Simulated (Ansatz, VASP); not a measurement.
**One calculation of Al, two programs**

INCAR

```
SYSTEM = Al
ALGO = Fast
EDIFF = 1E-6
ENCUT = 520
GGA = PE
ISIF = 2
ISMEAR = 0
LASPH = .True.
LCHARG = .False.
LREAL = .False.
LWAVE = .False.
NBANDS = 8
NELM = 100
PREC = Accurate
SIGMA = 0.15
```

The input KPOINTS:

```
k-points
0
Gamma
  20 20 20
  0 0 0
```

Contents of POSCAR:

```
Al
1.0
    0.0000000000      1.9733805000      2.0239800000
    1.9733805000      0.0000000000      2.0239800000
    1.9733805000      1.9733805000      0.0000000000
Al
1
Direct
    0.0000000000      0.0000000000      0.0000000000
```

Input for Ansatz:

```yaml
crystal:
  lattice:
    - [0.0, 1.9733805, 2.02398]
    - [1.9733805, 0.0, 2.02398]
    - [1.9733805, 1.9733805, 0.0]
  atoms:
    - { symbol: Al, position: [0.0, 0.0, 0.0] }
basis:
  ecutwfc: 420
kpoints:
  mp_grid: { grid: [20, 20, 20] }
hamiltonian:
  xc: pbe
scf:
  occupations: { method: gaussian, width: 0.15 }
output:
  forces: true
  stress: true
  eigenvalues: true
```

Change from the starting cell: strain -0.025 along x and y, +0.000 along z, atoms carried along.

Alike in both runs: task single point; functional PBE; k mesh 20 × 20 × 20; occupations gaussian, width 0.15 eV; no spin polarisation.

|  | VASP | Ansatz |
| --- | --- | --- |
| version | VASP 6.6.1 | Ansatz 0.2.0 |
| potentials or method | VASP PAW PBE potentials, release 64 (Al), cutoff 520 eV | scalar-relativistic, plane waves, PAW |
| valence electrons in the cell | 3 | 3 |

|  | VASP | Ansatz | Ansatz less VASP |
| --- | --- | --- | --- |
| gap on the k mesh at the Fermi level (eV) | none | none | - |
| pressure (GPa) | 3.9 | 3.9 | +0.04 |
| traceless stress, the component that is largest in VASP (GPa) | -0.96 | -0.96 | -0.003 |

A gap of «none» marks a metal or a gap that the smearing closes. The functional is the same, so the differences come from potentials, cutoffs and numerics.
